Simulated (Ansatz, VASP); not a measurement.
Sb: VASP beside Ansatz

```xyz
2
Lattice="0.0000 3.4945 3.4945 3.4945 0.0000 3.4945 3.4945 3.4945 0.0000" Properties=species:S:1:pos:R:3 pbc="T T T"
Sb    0.0000    0.0000    0.0000
Sb    1.7473    1.7473    1.7473
```

Alike in both runs: functional PBE; k mesh 10 × 10 × 10; occupations fermi-dirac, width 0.05 eV; no spin polarisation.

Ansatz relaxed the structure, and its values are those at the end. VASP's run is a single point on that final structure, the one shown.

|  | VASP | Ansatz |
| --- | --- | --- |
| version | VASP 6.6.1 | Ansatz 0.2.0 |
| potentials or method | VASP PAW PBE potentials, release 64 (Sb) | PAW with Ansatz's default frozen-core files, scalar-relativistic |
| plane-wave cutoff (eV) | 520 | 420 |
| valence electrons in the cell | 10 | 30 |

|  | VASP | Ansatz | Ansatz less VASP |
| --- | --- | --- | --- |
| pressure (GPa) | 0.0 | 0.0 | -0.01 |

The functional is the same, so the differences come from potentials, cutoffs and numerics. VASP's potentials hold 10 valence electrons a cell and Ansatz's 30, so a difference there can come from the potentials and not from the codes.

Spin-orbit coupling is off throughout.
